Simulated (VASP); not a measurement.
# Mg2CdSe3 (P-3m1) in VASP: a series of runs

Runs on Mg2CdSe3. Level: PBE. Tasks: single point, relaxation of cell and atoms.

Program: VASP 6.6.1. These are calculated values, not measurements. Logs are shortened: lines on timing, memory, paths and dates and some standing lists are left out, and cuts for length are marked.

### 1 The cell of the first run

It takes space group P-3m1 (No. 164, trigonal). Conventional cell: a = 3.958 Å, b = 3.958 Å, c = 9.683 Å, α = 90.00°, β = 90.00°, γ = 120.00°. Within 3.7 Å of Mg (site symmetry 3m) lie 6 Se at 2.77 Å. Within 3.8 Å of Cd (site symmetry -3m) lie 6 Se at 2.85 Å. Se (site symmetry 3m) has 3 Mg at 2.77 Å and 3 Cd at 2.85 Å within 3.7 Å. Se (site symmetry -3m) has 6 Mg at 2.77 Å within 3.7 Å.

### 2 Single point, PBE

The input, INCAR:

```
PREC = Accurate
ENCUT = 520
EDIFF = 1E-6
ISMEAR = 0
SIGMA = 0.1
LREAL = False
LASPH = True
NELM = 100
ALGO = Normal
ISIF = 2
LWAVE = False
LCHARG = True
GGA = PE
LELF = True
LVHAR = True
NBANDS = 26
```

The input, KPOINTS:

```
regular mesh
0
Gamma
  6 6 2
```

The input, POSCAR:

```
Mg2CdSe3
1.0
    3.9576358824      0.0000000000      0.0000000000
   -1.9788179412      3.4274132131      0.0000000000
    0.0000000000      0.0000000000      9.6832898147
Mg Cd Se
2 1 3
Direct
    0.6666666667      0.3333333333      0.1625041407
    0.3333333333      0.6666666667      0.8374958593
    0.0000000000      0.0000000000      0.5000000000
    0.6666666667      0.3333333333      0.6758310238
    0.0000000000      0.0000000000      0.0000000000
    0.3333333333      0.6666666667      0.3241689762
```

Potentials or basis: VASP PAW PBE potentials, release 64 (Mg, Cd, Se).

Started as:

```sh
cat potpaw_PBE.64/Mg/POTCAR potpaw_PBE.64/Cd/POTCAR potpaw_PBE.64/Se/POTCAR > POTCAR
mpirun -np 1 vasp_std > vasp.out
```

OUTCAR:

```text
PREC = Accurate
   ENCUT = 520
   EDIFF = 1E-6
   ISMEAR = 0
   LREAL = False
   LASPH = True
   NELM = 100
   ISIF = 2
   GGA = PE

 ion  position               nearest neighbor table
   1  0.667  0.333  0.163-   6 2.77   6 2.77   6 2.77   5 2.77   5 2.77   5 2.77
   2  0.333  0.667  0.837-   4 2.77   4 2.77   4 2.77   5 2.77   5 2.77   5 2.77
   3  0.000  0.000  0.500-   4 2.85   6 2.85   4 2.85   6 2.85   4 2.85   6 2.85
   4  0.667  0.333  0.676-   2 2.77   2 2.77   2 2.77   3 2.85   3 2.85   3 2.85
   5  0.000  0.000  0.000-   1 2.77   2 2.77   1 2.77   2 2.77   1 2.77   2 2.77
   6  0.333  0.667  0.324-   1 2.77   1 2.77   1 2.77   3 2.85   3 2.85   3 2.85

  LATTYP: Found a hexagonal cell.
 ALAT       =     3.9576358824
 C/A-ratio  =     2.4467359056

  Lattice vectors:

 A1 = (   3.9576358824,   0.0000000000,   0.0000000000)
 A2 = (  -1.9788179412,   3.4274132131,   0.0000000000)
 A3 = (   0.0000000000,   0.0000000000,   9.6832898147)

Analysis of symmetry for initial positions (statically):
=====================================================================
 Subroutine PRICEL returns:
 Original cell was already a primitive cell.

 Routine SETGRP: Setting up the symmetry group for a
 hexagonal supercell.

 Subroutine GETGRP returns: Found 12 space group operations
 (whereof 12 operations were pure point group operations)
 out of a pool of 24 trial point group operations.

The static configuration has the point symmetry D_3d.

Analysis of symmetry for dynamics (positions and initial velocities):
=====================================================================
 Subroutine PRICEL returns:
 Original cell was already a primitive cell.

 Routine SETGRP: Setting up the symmetry group for a
 hexagonal supercell.

 Subroutine GETGRP returns: Found 12 space group operations
 (whereof 12 operations were pure point group operations)
 out of a pool of 24 trial point group operations.

The dynamic configuration has the point symmetry D_3d.

 Subroutine INISYM returns: Found 12 space group operations
 (whereof 12 operations are pure point group operations),
 and found     1 'primitive' translations

----------------------------------------------------------------------------------------

                                     Primitive cell

  volume of cell :     131.3485

  direct lattice vectors                    reciprocal lattice vectors
     3.957635882  0.000000000  0.000000000     0.252676100  0.145882614  0.000000000
    -1.978817941  3.427413213  0.000000000     0.000000000  0.291765229  0.000000000
     0.000000000  0.000000000  9.683289815     0.000000000  0.000000000  0.103270688

  length of vectors
     3.957635882  3.957635882  9.683289815     0.291765229  0.291765229  0.103270688

  position of ions in fractional coordinates (direct lattice)
     0.666666667  0.333333333  0.162504141
     0.333333333  0.666666667  0.837495859
     0.000000000  0.000000000  0.500000000
     0.666666667  0.333333333  0.675831024
     0.000000000  0.000000000  0.000000000
     0.333333333  0.666666667  0.324168976

  ion indices of the primitive-cell ions
   primitive index   ion index
                 1           1
                 2           2
                 3           3
                 4           4
                 5           5
                 6           6

----------------------------------------------------------------------------------------

 KPOINTS: regular mesh

Automatic generation of k-mesh.
 Grid dimensions read from file:
 generate k-points for:    6    6    2

 Generating k-lattice:

  Cartesian coordinates                     Fractional coordinates (reciprocal lattice)
     0.042112683  0.024313769  0.000000000     0.166666667  0.000000000  0.000000000
     0.000000000  0.048627538  0.000000000     0.000000000  0.166666667  0.000000000
     0.000000000  0.000000000  0.051635344     0.000000000  0.000000000  0.500000000

  Length of vectors
     0.048627538  0.048627538  0.051635344

  Shift w.r.t. Gamma in fractional coordinates (k-lattice)
     0.000000000  0.000000000  0.000000000

 Subroutine IBZKPT returns following result:
 ===========================================

 Found     14 irreducible k-points:

 Following reciprocal coordinates:
            Coordinates               Weight
  0.000000  0.000000  0.000000      1.000000
  0.166667 -0.000000  0.000000      6.000000
  0.333333  0.000000  0.000000      6.000000
  0.500000 -0.000000  0.000000      3.000000
  0.166667  0.166667  0.000000      6.000000
  0.333333  0.166667  0.000000     12.000000
  0.333333  0.333333  0.000000      2.000000
  0.000000  0.000000  0.500000      1.000000
  0.166667 -0.000000  0.500000      6.000000
  0.333333  0.000000  0.500000      6.000000
  0.500000 -0.000000  0.500000      3.000000
  0.166667  0.166667  0.500000      6.000000
  0.333333  0.166667  0.500000     12.000000
  0.333333  0.333333  0.500000      2.000000
   k-points           NKPTS =     14   k-points in BZ     NKDIM =     14   number of bands    NBANDS=     26
   number of dos      NEDOS =    301   number of ions     NIONS =      6
   total plane-waves  NPLWV =  64800
   dimension x,y,z NGX =    30 NGY =   30 NGZ =   72
   dimension x,y,z NGXF=    60 NGYF=   60 NGZF=  144
   ions per type =               2   1   3
   NGX,Y,Z   is equivalent  to a cutoff of  12.60, 12.60, 12.36 a.u.
   NGXF,Y,Z  is equivalent  to a cutoff of  25.20, 25.20, 24.72 a.u.
 SYSTEM =  unknown system
   PREC   = accura    normal or accurate (medium, high low for compatibility)
   ISTART =      0    job   : 0-new  1-cont  2-samecut
   ICHARG =      2    charge: 1-file 2-atom 10-const
   ISPIN  =      1    spin polarized calculation?
   LNONCOLLINEAR =      F non collinear calculations
   LSORBIT =      F    spin-orbit coupling
   LASPH  =      T    aspherical Exc in radial PAW
   ENCUT  =  520.0 eV  38.22 Ry    6.18 a.u.   7.36  7.36 18.00*2*pi/ulx,y,z
   NELM   =    100;   NELMIN=  2; NELMDL= -5     # of ELM steps
   EDIFF  = 0.1E-05   stopping-criterion for ELM
   LREAL  =      F    real-space projection
   EDIFFG = 0.1E-04   stopping-criterion for IOM
   NSW    =      0    number of steps for IOM
   IBRION =     -1    ionic relax: 0-MD 1-quasi-New 2-CG
   NFREE  =      0    steps in history (QN), initial steepest desc. (CG)
   ISIF   =      2    stress and relaxation
   ISYM   =      2    0-nonsym 1-usesym 2-fastsym
   POTIM  = 0.5000    time-step for ionic-motion
   TEBEG  =    0.0;   TEEND  =   0.0 temperature during run
   PSTRESS=    0.0 pullay stress
   NELECT =      34.0000    total number of electrons
   NUPDOWN=      -1.0000    fix difference up-down
   EMIN   =  10.00;   EMAX   =-10.00  energy-range for DOS
   EFERMI =   0.00;   METHOD = LEGACY
   ISMEAR =     0;   SIGMA  =   0.10  broadening in eV -4-tet -1-fermi 0-gaus
   EFERMI_NEDOS =   21; number of points for ismear=-14 and -15
   IALGO  =     38    algorithm
   IMIX   =      4    mixing-type and parameters
     AMIX     =   0.40;   BMIX     =  1.00
     AMIX_MAG =   1.60;   BMIX_MAG =  1.00
  volume/ion in A,a.u.               =      21.89       147.73
  Fermi-wavevector in a.u.,A,eV,Ry     =   1.043340  1.971628 14.810749  1.088559
  Thomas-Fermi vector in A             =   2.178045
   LORBIT       =      0    0 simple, 1 ext, 2 COOP (PROOUT), +10 PAW based schemes
   GGA     = PE    functional components
   LHFCALC =     F    Hartree Fock is set to
   AEXX    =    0.0000 exact exchange contribution
   IVDW    =     0    specifies the selected vdW correction
   LEPSILON=     F    determine dielectric tensor
   LRPA    =     F    only Hartree local field effects (RPA)
 non-spin polarized calculation
 Gauss-broadening in eV      SIGMA  =   0.10
  energy-cutoff  :      520.00
  volume of cell :      131.35
 maximum number of plane-waves:      3595
 NGX is ok and might be reduce to    30
   NGX = 15   NGY = 15   NGZ = 37

 number of electron      33.9999992 magnetization

 Free energy of the ion-electron system (eV)
  ---------------------------------------------------
  ext. energy  EPLUGINS =         0.00000000
  ---------------------------------------------------
  free energy    TOTEN  =       -20.08910728 eV

  energy without entropy =      -20.08910728  energy(sigma->0) =      -20.08910728

 E-fermi :   3.1363     XC(G=0):  -9.5849

 val. band max:        2.7020352688   @ k =   0.0000   0.0000   0.5000
 cond. band min:       3.5601601612   @ k =   0.5000  -0.0000   0.0000
 fundamental gap:      0.8581248925
 Fermi energy:         3.1362941513

 k-point     1 :       0.0000    0.0000    0.0000
  band No.  band energies     occupation
      1     -10.0895      2.00000
      2      -9.4161      2.00000
      3      -9.3519      2.00000
      4      -5.1926      2.00000
      5      -5.1926      2.00000
      6      -5.1336      2.00000
[... 18 lines left out ...]
     25       9.5250      0.00000
     26      10.3830      0.00000

 k-point     2 :       0.1667   -0.0000    0.0000
  band No.  band energies     occupation
      1      -9.9036      2.00000
      2      -9.3290      2.00000
      3      -9.2294      2.00000
      4      -5.1731      2.00000
      5      -5.1638      2.00000
      6      -5.0872      2.00000
[... 18 lines left out ...]
     25       9.8336      0.00000
     26      10.1423      0.00000

 k-point     3 :       0.3333    0.0000    0.0000
  band No.  band energies     occupation
      1      -9.4563      2.00000
      2      -9.1459      2.00000
      3      -8.9863      2.00000
      4      -5.1483      2.00000
      5      -5.1456      2.00000
      6      -5.0279      2.00000
[... 18 lines left out ...]
     25       9.9763      0.00000
     26      10.0015      0.00000

 k-point     4 :       0.5000   -0.0000    0.0000
  band No.  band energies     occupation
      1      -9.1664      2.00000
      2      -9.0168      2.00000
      3      -8.9151      2.00000
      4      -5.1617      2.00000
      5      -5.1517      2.00000
      6      -5.0262      2.00000
[... 18 lines left out ...]
     25       9.7212      0.00000
     26      11.1739      0.00000

 k-point     5 :       0.1667    0.1667    0.0000
  band No.  band energies     occupation
      1      -9.5831      2.00000
      2      -9.1935      2.00000
      3      -9.0442      2.00000
      4      -5.1528      2.00000
      5      -5.1172      2.00000
      6      -5.0405      2.00000
[... 18 lines left out ...]
     25       9.1646      0.00000
     26       9.4862      0.00000

 k-point     6 :       0.3333    0.1667    0.0000
  band No.  band energies     occupation
      1      -9.1728      2.00000
      2      -9.0430      2.00000
      3      -8.8922      2.00000
      4      -5.1288      2.00000
      5      -5.1097      2.00000
      6      -5.0111      2.00000
[... 137 lines left out ...]
 k-point    11 :       0.5000   -0.0000    0.5000
  band No.  band energies     occupation
      1      -9.1177      2.00000
      2      -9.0967      2.00000
      3      -8.8830      2.00000
      4      -5.1627      2.00000
      5      -5.1518      2.00000
      6      -5.0320      2.00000
[... 18 lines left out ...]
     25      10.4225      0.00000
     26      11.2061      0.00000

 k-point    12 :       0.1667    0.1667    0.5000
  band No.  band energies     occupation
      1      -9.4716      2.00000
      2      -9.4087      2.00000
      3      -8.9391      2.00000
      4      -5.1552      2.00000
      5      -5.1120      2.00000
      6      -5.0415      2.00000
[... 18 lines left out ...]
     25       9.3318      0.00000
     26      10.6331      0.00000

 k-point    13 :       0.3333    0.1667    0.5000
  band No.  band energies     occupation
      1      -9.1399      2.00000
      2      -9.0901      2.00000
      3      -8.8781      2.00000
      4      -5.1292      2.00000
      5      -5.1100      2.00000
      6      -5.0134      2.00000
[... 18 lines left out ...]
     25       9.7678      0.00000
     26       9.8489      0.00000

 k-point    14 :       0.3333    0.3333    0.5000
  band No.  band energies     occupation
      1      -8.9893      2.00000
      2      -8.9893      2.00000
      3      -8.8805      2.00000
      4      -5.0597      2.00000
      5      -5.0597      2.00000
      6      -4.9839      2.00000
[... 18 lines left out ...]
     25      10.5088      0.00000
     26      10.5089      0.00000

------------------------ aborting loop because EDIFF is reached ----------------------------------------

  FORCE on cell =-STRESS in cart. coord.  units (eV):
  Direction    XX          YY          ZZ          XY          YZ          ZX
  --------------------------------------------------------------------------------------
  -------------------------------------------------------------------------------------
  Total       -0.0822191     -0.0822191     -0.0244921      0.0000000      0.0000000      0.0000000
  in kB       -1.0029006     -1.0029006     -0.2987518      0.0000000      0.0000000      0.0000000
  external PRESSURE =      -0.7681843 kB  Pullay stress =       0.0000000 kB

 VOLUME and BASIS-vectors are now :
 -----------------------------------------------------------------------------
  energy-cutoff  :      520.00
  volume of cell :      131.35
      direct lattice vectors                 reciprocal lattice vectors
     3.957635882  0.000000000  0.000000000     0.252676100  0.145882614  0.000000000
    -1.978817941  3.427413213  0.000000000     0.000000000  0.291765229  0.000000000
     0.000000000  0.000000000  9.683289815     0.000000000  0.000000000  0.103270688

 POSITION                                       TOTAL-FORCE (eV/Angst)
 -----------------------------------------------------------------------------------
      1.97882      1.14247      1.57357         0.000000     -0.000000      0.025044
     -0.00000      2.28494      8.10972         0.000000      0.000000     -0.025044
      0.00000      0.00000      4.84164         0.000000      0.000000      0.000000
      1.97882      1.14247      6.54427        -0.000000      0.000000      0.047091
      0.00000      0.00000      0.00000         0.000000      0.000000      0.000000
     -0.00000      2.28494      3.13902        -0.000000      0.000000     -0.047091
 -----------------------------------------------------------------------------------
    total drift:                                0.000000     -0.000000      0.000000

  FREE ENERGIE OF THE ION-ELECTRON SYSTEM (eV)
  ---------------------------------------------------
  free  energy   TOTEN  =       -20.0891072841 eV

  energy  without entropy=      -20.0891072841  energy(sigma->0) =      -20.08910728
```

Run time: 95 s. Hardware: 1 thread of Intel Xeon 8259CL, shared host; peak memory 0.26 GiB.

Results:

```
Free energy            : -20.0891 eV
Pressure               : -0.1 GPa
Largest force          : 0.047 eV/Å
Band gap on the k mesh : 0.86 eV (least direct gap 1.50 eV)
```

Forces on the atoms (eV/Å):
```
Mg   0.000  0.000  0.025
Mg   0.000  0.000 -0.025
Cd   0.000  0.000  0.000
Se   0.000  0.000  0.047
Se   0.000  0.000  0.000
Se   0.000  0.000 -0.047
```

A k mesh can miss the band edges.

### 3 Single point, PBE

This run uses another cell than the first one, of 23.79 Å³/atom.

The input, INCAR:

```
SYSTEM = Mg2CdSe3
ALGO     = Normal         ! electronic algorithm
EDIFF    = 1E-7           ! SCF threshold, eV
ENCUT    = 520            ! plane-wave cutoff, eV
GGA      = PE             ! functional
ISIF     = 2              ! what is computed and relaxed
ISMEAR   = 0              ! smearing method
LASPH    = .TRUE.         ! aspherical terms in the spheres
LCHARG   = .FALSE.        ! write CHGCAR
LREAL    = .FALSE.        ! projectors in reciprocal space
LWAVE    = .FALSE.        ! write WAVECAR
NBANDS   = 26             ! bands
NELM     = 100            ! most SCF steps
PREC     = Accurate       ! precision mode
SIGMA    = 0.1            ! smearing width, eV
```

The input, KPOINTS:

```
k-points
0
G
  6 6 2
  0 0 0
```

The input, POSCAR:

```
Mg2CdSe3
1.0
    4.0675907000      0.0000000000      0.0000000000
   -2.0337953500      3.5226368800      0.0000000000
    0.0000000000      0.0000000000      9.9635217100
Mg Cd Se
2 1 3
Direct
    0.6666666700      0.3333333300      0.1666666700
    0.3333333300      0.6666666700      0.8333333300
    0.0000000000      0.0000000000      0.5000000000
    0.6666666700      0.3333333300      0.6666666700
    0.0000000000      0.0000000000      0.0000000000
    0.3333333300      0.6666666700      0.3333333300
```

Potentials or basis: VASP PAW PBE potentials, release 64 (Mg, Cd, Se).

Started as:

```sh
cat potpaw_PBE.64/Mg/POTCAR potpaw_PBE.64/Cd/POTCAR potpaw_PBE.64/Se/POTCAR > POTCAR
mpirun -np 1 vasp_std > vasp.out
```

Run time: 1.8 min. Hardware: 1 thread of Intel Xeon 8259CL, shared host; peak memory 0.28 GiB.

It converged, with:

```yaml
Free_energy: -19.8831 eV
Pressure: -4.1 GPa
Largest_force: 0.434 eV/Å
Band_gap_on_the_k_mesh: 0.81 eV (least direct gap 1.17 eV)
```

Forces on the atoms (eV/Å):
```
Mg   0.000  0.000 -0.050
Mg   0.000  0.000  0.050
Cd   0.000  0.000  0.000
Se   0.000  0.000  0.434
Se   0.000  0.000  0.000
Se   0.000  0.000 -0.434
```

Stress tensor (GPa, compression positive):
```
-4.04  0.00  0.00
 0.00 -4.04  0.00
 0.00  0.00 -4.16
```

Levels at points of the mesh, in eV from the valence-band top:
| k point | band 14 | band 15 | band 16 | band 17 | band 18 | band 19 | band 20 | band 21 |
| --- | --- | --- | --- | --- | --- | --- | --- | --- |
| (0.00, 0.00, 0.00) | -0.18 | -0.18 | -0.07 | -0.07 | 1.09 | 3.44 | 3.50 | 6.06 |
| (0.50, 0.00, 0.00) | -1.46 | -1.07 | -0.88 | -0.50 | 0.81 | 3.62 | 3.79 | 4.69 |
| (0.00, 0.00, 0.50) | -0.33 | -0.33 | 0.00 | 0.00 | 2.49 | 2.86 | 3.44 | 5.68 |
| (0.50, 0.00, 0.50) | -1.45 | -1.26 | -0.26 | -0.26 | 1.62 | 2.32 | 3.43 | 5.16 |

Caveat: the cell stands under tension.

### 4 Relaxation of cell and atoms, PBE

This run uses another cell than the first one, of 23.79 Å³/atom.

The input, INCAR:

```
SYSTEM = Mg2CdSe3
PREC = Accurate
ENCUT = 600
EDIFF = 1E-6
ISMEAR = 0
SIGMA = 0.1
LREAL = .False.
LASPH = .True.
NELM = 60
ALGO = Normal
ISIF = 3
LWAVE = .False.
LCHARG = .False.
GGA = PE
IBRION = 2
NSW = 90
EDIFFG = -0.04
```

The input, KPOINTS:

```
Automatic mesh
0
Gamma
  6 6 2
  0 0 0
```

POSCAR is that of step 3.

Started as:

```sh
cat potpaw_PBE.64/Mg/POTCAR potpaw_PBE.64/Cd/POTCAR potpaw_PBE.64/Se/POTCAR > POTCAR
mpirun -np 1 vasp_std > vasp.out
```

It took 6 min on 1 thread of Intel Xeon 8259CL, shared host; peak memory 0.32 GiB.

Results (log left out):

```
Free energy                           : -20.0905 eV
Relaxed volume                        : 21.94 Å³/atom
Relaxed cell                          : a = 3.960 Å, b = 3.960 Å, c = 9.694 Å, α = 90.00°, β = 90.00°, γ = 120.00°
Space group after relaxing (to 0.1 Å) : P-3m1 (No. 164)
Energy gained by relaxing             : 34.6 meV/atom
Ionic steps                           : 7
Pressure after relaxing               : -0.2 GPa
Largest force after relaxing          : 0.028 eV/Å
Band gap on the k mesh                : 0.86 eV (least direct gap 1.51 eV)
```

Forces in eV/Å, atoms in the order of the input:
```
Mg   0.000  0.000 -0.028
Mg   0.000  0.000  0.028
Cd   0.000  0.000  0.000
Se   0.000  0.000  0.006
Se   0.000  0.000  0.000
Se   0.000  0.000 -0.006
```

Step by step:
```csv
step,energy change (eV),largest force (eV/Å),pressure (GPa),volume (Å³)
1,0.0000,0.4340,-4.10,142.76
2,-0.1695,0.4641,0.53,130.55
3,-0.1699,0.4629,0.28,131.08
4,-0.1888,0.2991,0.21,131.02
5,-0.2044,0.1626,0.13,130.89
6,-0.2072,0.0762,-0.10,131.36
7,-0.2076,0.0278,-0.22,131.63
```

Final structure:
```
CELL_PARAMETERS angstrom
3.95976 0.00000 0.00000
-1.97988 3.42926 0.00000
0.00000 0.00000 9.69350
ATOMIC_POSITIONS crystal
Mg 0.66667 0.33333 0.16309
Mg 0.33333 0.66667 0.83691
Cd 0.00000 0.00000 0.50000
Se 0.66667 0.33333 0.67620
Se 0.00000 0.00000 0.00000
Se 0.33333 0.66667 0.32380
```

Levels at points of the mesh, in eV from the valence-band top:
```tsv
k point	band 14	band 15	band 16	band 17	band 18	band 19	band 20	band 21
(0.00, 0.00, 0.00)	-0.20	-0.19	-0.11	-0.11	1.49	3.63	3.71	6.24
(0.50, 0.00, 0.00)	-1.58	-1.26	-0.97	-0.65	0.86	3.69	3.94	4.66
(0.00, 0.00, 0.50)	-0.38	-0.38	0.00	0.00	2.88	3.26	3.55	5.78
(0.50, 0.00, 0.50)	-1.53	-1.52	-0.34	-0.30	1.68	2.49	3.50	5.17
```

(Part 1 of 2 ends here.)
